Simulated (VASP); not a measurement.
# Si2Mo (I4/mmm) in VASP: settings compared

The runs below take Si2Mo through single point, with PBE+U, PBEsol.

Program: VASP 6.6.1. These are calculated values, not measurements. Logs are shortened: lines on timing, memory, paths and dates and some standing lists are left out, and cuts for length are marked.

### 1 The cell of the first run

The structure is tetragonal, space group I4/mmm (No. 139). Conventional cell: a = 3.200 Å, b = 3.200 Å, c = 7.861 Å, α = 90.00°, β = 90.00°, γ = 90.00°. Mo (site symmetry 4/mmm) has 10 Si at 2.62 Å and 4 Mo at 3.20 Å within 3.5 Å. Si (site symmetry 4mm) has 9 Si at 2.61 to 3.20 Å and 5 Mo at 2.62 Å within 3.4 Å.

### 2 Single point, PBE+U

File INCAR:

```
SYSTEM = Si2Mo
PREC     = Accurate       ! precision mode
ENCUT    = 520            ! plane-wave cutoff, eV
EDIFF    = 1E-7           ! SCF threshold, eV
ISMEAR   = -1             ! smearing method
SIGMA    = 0.05           ! smearing width, eV
LREAL    = .False.        ! projectors in reciprocal space
LASPH    = .True.         ! aspherical terms in the spheres
NELM     = 150            ! most SCF steps
ALGO     = Normal         ! electronic algorithm
ISIF     = 2              ! what is computed and relaxed
LWAVE    = .False.        ! write WAVECAR
LCHARG   = .False.        ! write CHGCAR
LMAXMIX  = 4              ! l up to which the mixer works
LDAU     = .True.         ! DFT+U
LDAUTYPE = 2            
LDAUL    = 2 -1           ! shell
LDAUU    = 1 0            ! U, eV
LDAUJ    = 0 0          
LDAUPRINT= 1            
GGA      = PE             ! functional
NBANDS   = 18             ! bands
```

File KPOINTS:

```
regular mesh
0
Gamma
  12 12 12
  0 0 0
```

File POSCAR:

```
Si2Mo
1.0
   -1.6000000000      1.6000000000      3.9305000000
    1.6000000000     -1.6000000000      3.9305000000
    1.6000000000      1.6000000000     -3.9305000000
Mo Si
1 2
Direct
    0.0000000000      0.0000000000      0.0000000000
    0.6670000000      0.6670000000      0.0000000000
    0.3330000000      0.3330000000      0.0000000000
```

Potentials or basis: VASP PAW PBE potentials, release 64 (Mo_sv, Si).

Command:

```
$ cat potpaw_PBE.64/Mo_sv/POTCAR potpaw_PBE.64/Si/POTCAR > POTCAR
$ mpirun -np 1 vasp_std > vasp.out
```

OUTCAR:

```text
SYSTEM = Si2Mo
   PREC = Accurate
   ENCUT = 520
   EDIFF = 1E-7
   ISMEAR = -1
   LREAL = .False.
   LASPH = .True.
   NELM = 150
   ISIF = 2
   GGA = PE

 ion  position               nearest neighbor table
   1  0.000  0.000  0.000-   2 2.62   3 2.62   2 2.62   3 2.62   2 2.62   3 2.62   3 2.62   2 2.62
                             2 2.62   3 2.62
   2  0.667  0.667  0.000-   3 2.61   3 2.61   3 2.61   3 2.61   1 2.62   1 2.62   1 2.62   1 2.62
                             1 2.62   3 2.63
   3  0.333  0.333  0.000-   2 2.61   2 2.61   2 2.61   2 2.61   1 2.62   1 2.62   1 2.62   1 2.62
                             1 2.62   2 2.63

  LATTYP: Found a body centered tetragonal cell.
 ALAT       =     3.2000000000
 C/A-ratio  =     2.4565625000

  Lattice vectors:

 A1 = (  -1.6000000000,   1.6000000000,   3.9305000000)
 A2 = (   1.6000000000,  -1.6000000000,   3.9305000000)
 A3 = (   1.6000000000,   1.6000000000,  -3.9305000000)

Analysis of symmetry for initial positions (statically):
=====================================================================
 Subroutine PRICEL returns:
 Original cell was already a primitive cell.

 Routine SETGRP: Setting up the symmetry group for a
 body centered tetragonal supercell.

 Subroutine GETGRP returns: Found 16 space group operations
 (whereof 16 operations were pure point group operations)
 out of a pool of 16 trial point group operations.

The static configuration has the point symmetry D_4h.

Analysis of symmetry for dynamics (positions and initial velocities):
=====================================================================
 Subroutine PRICEL returns:
 Original cell was already a primitive cell.

 Routine SETGRP: Setting up the symmetry group for a
 body centered tetragonal supercell.

 Subroutine GETGRP returns: Found 16 space group operations
 (whereof 16 operations were pure point group operations)
 out of a pool of 16 trial point group operations.

[... 151 lines left out ...]
 -0.0000  0.4704 -0.0000  0.0000 -0.0000
  0.0000 -0.0000  0.3705 -0.0000 -0.0000
 -0.0000  0.0000 -0.0000  0.4704  0.0000
 -0.0000 -0.0000 -0.0000  0.0000  0.3153

spin component  2

  0.4832 -0.0000  0.0000 -0.0000 -0.0000
 -0.0000  0.4704 -0.0000  0.0000 -0.0000
  0.0000 -0.0000  0.3705 -0.0000 -0.0000
 -0.0000  0.0000 -0.0000  0.4704  0.0000
 -0.0000 -0.0000 -0.0000  0.0000  0.3153

 occupancies and eigenvectors

  o =  0.3153  v =  0.0000  0.0000  0.0000  0.0000 -1.0000  0.0000  0.0000  0.0000  0.0000  0.0000      0.0000  0.0000  0.0000  0.0000  0.0000  0.0000  0.0000  0.0000  0.0000  0.0000
  o =  0.3153  v =  0.0000  0.0000  0.0000  0.0000  0.0000  0.0000  0.0000  0.0000  0.0000 -1.0000      0.0000  0.0000  0.0000  0.0000  0.0000  0.0000  0.0000  0.0000  0.0000  0.0000
  o =  0.3705  v =  0.0000 -0.0000 -1.0000 -0.0000 -0.0000  0.0000  0.0000  0.0000  0.0000  0.0000      0.0000  0.0000  0.0000  0.0000  0.0000  0.0000  0.0000  0.0000  0.0000  0.0000
  o =  0.3705  v =  0.0000  0.0000  0.0000  0.0000  0.0000  0.0000 -0.0000 -1.0000 -0.0000 -0.0000      0.0000  0.0000  0.0000  0.0000  0.0000  0.0000  0.0000  0.0000  0.0000  0.0000
  o =  0.4704  v =  0.0000 -0.1399 -0.0000  0.9902  0.0000  0.0000  0.0000  0.0000  0.0000  0.0000      0.0000  0.0000  0.0000  0.0000  0.0000  0.0000  0.0000  0.0000  0.0000  0.0000
  o =  0.4704  v =  0.0000  0.0000  0.0000  0.0000  0.0000  0.0000 -0.1399 -0.0000  0.9902  0.0000      0.0000  0.0000  0.0000  0.0000  0.0000  0.0000  0.0000  0.0000  0.0000  0.0000
  o =  0.4704  v =  0.0000  0.0000  0.0000  0.0000  0.0000  0.0000  0.9902 -0.0000  0.1399  0.0000      0.0000  0.0000  0.0000  0.0000  0.0000  0.0000  0.0000  0.0000  0.0000  0.0000
  o =  0.4704  v =  0.0000  0.9902 -0.0000  0.1399  0.0000  0.0000  0.0000  0.0000  0.0000  0.0000      0.0000  0.0000  0.0000  0.0000  0.0000  0.0000  0.0000  0.0000  0.0000  0.0000
  o =  0.4832  v =  1.0000  0.0000  0.0000  0.0000  0.0000  0.0000  0.0000  0.0000  0.0000  0.0000      0.0000  0.0000  0.0000  0.0000  0.0000  0.0000  0.0000  0.0000  0.0000  0.0000
  o =  0.4832  v =  0.0000  0.0000  0.0000  0.0000  0.0000  1.0000  0.0000  0.0000  0.0000  0.0000      0.0000  0.0000  0.0000  0.0000  0.0000  0.0000  0.0000  0.0000  0.0000  0.0000

 number of electron      22.0000000 magnetization

 Free energy of the ion-electron system (eV)
  ---------------------------------------------------
  ext. energy  EPLUGINS =         0.00000000
  ---------------------------------------------------
  free energy    TOTEN  =       -22.05421971 eV

  energy without entropy =      -22.05178188  energy(sigma->0) =      -22.05300080

 E-fermi :  12.2870     XC(G=0): -12.4288

 val. band max:       12.2368604842   @ k =  -0.4167   0.5000   0.3333
 cond. band min:      12.3064207264   @ k =   0.0833  -0.0000   0.0000
 fundamental gap:      0.0695602422
 Fermi energy:        12.2869676701

 k-point     1 :       0.0000    0.0000    0.0000
  band No.  band energies     occupation
      1     -48.5081      2.00000
      2     -22.6680      2.00000
      3     -22.5719      2.00000
      4     -22.5719      2.00000
      5      -1.1837      2.00000
      6       5.9650      2.00000
[... 481 lines left out ...]
      5       1.7579      2.00000
      6       4.2696      2.00000
[... 10 lines left out ...]
     17      19.6010      0.00000
     18      20.4411      0.00000

 [... further k-points ...]

------------------------ aborting loop because EDIFF is reached ----------------------------------------

  FORCE on cell =-STRESS in cart. coord.  units (eV):
  Direction    XX          YY          ZZ          XY          YZ          ZX
  --------------------------------------------------------------------------------------
  -------------------------------------------------------------------------------------
  Total        0.8448781      0.8448781      0.5320968      0.0000000      0.0000000      0.0000000
  in kB       33.6323245     33.6323245     21.1813403      0.0000000      0.0000000      0.0000000
  external PRESSURE =      29.4819964 kB  Pullay stress =       0.0000000 kB

 VOLUME and BASIS-vectors are now :
 -----------------------------------------------------------------------------
  energy-cutoff  :      520.00
  volume of cell :       40.25
      direct lattice vectors                 reciprocal lattice vectors
    -1.600000000  1.600000000  3.930500000     0.000000000  0.312500000  0.127210279
     1.600000000 -1.600000000  3.930500000     0.312500000  0.000000000  0.127210279
     1.600000000  1.600000000 -3.930500000     0.312500000  0.312500000  0.000000000

 POSITION                                       TOTAL-FORCE (eV/Angst)
 -----------------------------------------------------------------------------------
      0.00000      0.00000      0.00000        -0.000000     -0.000000     -0.000000
      0.00000      0.00000      5.24329        -0.000000     -0.000000     -0.300868
      0.00000      0.00000      2.61771         0.000000      0.000000      0.300868
 -----------------------------------------------------------------------------------
    total drift:                                0.000000      0.000000     -0.000000

  FREE ENERGIE OF THE ION-ELECTRON SYSTEM (eV)
  ---------------------------------------------------
  free  energy   TOTEN  =       -22.0542197120 eV

  energy  without entropy=      -22.0517818790  energy(sigma->0) =      -22.05300080
```

stdout:

```text
POSCAR found type information on POSCAR MoSi
 POSCAR found :  2 types and       3 ions
 scaLAPACK will be used
 LDA part: xc-table for (Slater+PW92), standard interpolation
 POSCAR, INCAR and KPOINTS ok, starting setup
 FFT: planning ... GRIDC
 FFT: planning ... GRID_SOFT
 FFT: planning ... GRID
 WAVECAR not read
 entering main loop
```

Run time: 64 s. Hardware: 1 thread of Intel Xeon 6975P-C (Granite Rapids), shared host; peak memory 0.27 GiB.

Results:

* Free energy: -22.0542 eV
* Pressure: 2.9 GPa
* Largest force: 0.301 eV/Å
* Band gap on the k mesh: zero (bands 11 and 12 overlap by 1.02 eV)

Forces in eV/Å, atoms in the order of the input:
```
Mo   0.000  0.000  0.000
Si   0.000  0.000 -0.301
Si   0.000  0.000  0.301
```

Levels at points of the mesh, in eV from the Fermi level:
```
           k point  band 7  band 8  band 9  band 10  band 11  band 12  band 13  band 14  band 15  band 16
(0.00, 0.00, 0.00)   -3.48   -2.92   -2.67    -2.67     0.38     3.06     3.10     3.62     3.62     4.11
(0.50, 0.00, 0.00)   -4.90   -4.49   -2.58    -2.53    -0.53     2.36     3.01     4.04     4.24     5.46
(0.50, 0.50, 0.00)   -5.72   -5.29   -4.49    -3.08    -1.15     2.45     2.76     2.99     3.23     4.79
(0.50, 0.50, 0.50)   -3.42   -2.24   -0.60    -0.60    -0.54    -0.54     0.52     4.61     5.16     5.92
```

Eigenvalues of the final occupation matrices:
| site | spin | trace | eigenvalues |
| --- | --- | --- | --- |
| site 1 d | 1 | 2.11 | 0.32 0.37 0.47 0.47 0.48 |
| site 1 d | 2 | 2.11 | 0.32 0.37 0.47 0.47 0.48 |

Caveat: U without spin polarisation on a metal has little footing; the U is typed as a test and isn't derived for this compound.

(Part 1 of 2 ends here.)

The gap in the log of VASP goes by the Fermi energy; the results here count the filled bands.